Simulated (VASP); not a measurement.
A run of VASP 6.6.1 is set up as follows.

File INCAR:

```
SYSTEM = Rb
PREC     = Accurate       ! precision mode
ENCUT    = 500            ! plane-wave cutoff, eV
EDIFF    = 1E-6           ! SCF threshold, eV
ISMEAR   = 0              ! smearing method
SIGMA    = 0.1            ! smearing width, eV
LREAL    = .FALSE.        ! projectors in reciprocal space
LASPH    = .TRUE.         ! aspherical terms in the spheres
NELM     = 120            ! most SCF steps
ALGO     = Normal         ! electronic algorithm
ISIF     = 2              ! what is computed and relaxed
LWAVE    = .FALSE.        ! write WAVECAR
LCHARG   = .TRUE.         ! write CHGCAR
GGA      = PE             ! functional
LELF     = .TRUE.         ! ELF
LVHAR    = .TRUE.       
NBANDS   = 26             ! bands
GGA_COMPAT= .FALSE.
```

The input KPOINTS:

```
Automatic mesh
0
G
  10 10 4
  0 0 0
```

POSCAR

```
Rb
1.0
    3.6341536480     -3.3840102741      0.0000000000
    3.6341536480      3.3840102741      0.0000000000
    0.0000000000      0.0000000000     14.8633176961
Rb
4
Direct
    0.7491713469      0.2508286531      0.1251538617
    0.7508286531      0.2491713469      0.6251538617
    0.2508286531      0.7491713469      0.8748461383
    0.2491713469      0.7508286531      0.3748461383
```

Potentials or basis: VASP PAW PBE potentials, release 64 (Rb_sv).

The run is started by

```bash
$ cat potpaw_PBE.64/Rb_sv/POTCAR > POTCAR
$ mpirun -np 1 vasp_std > vasp.out
```

**Question.** Estimate the pressure.

**Answer.** 0.0 GPa.

**Question.** What does it give for the band gap on the k mesh?

**Answer.** Zero (bands 18 and 19 overlap by 1.99 eV).
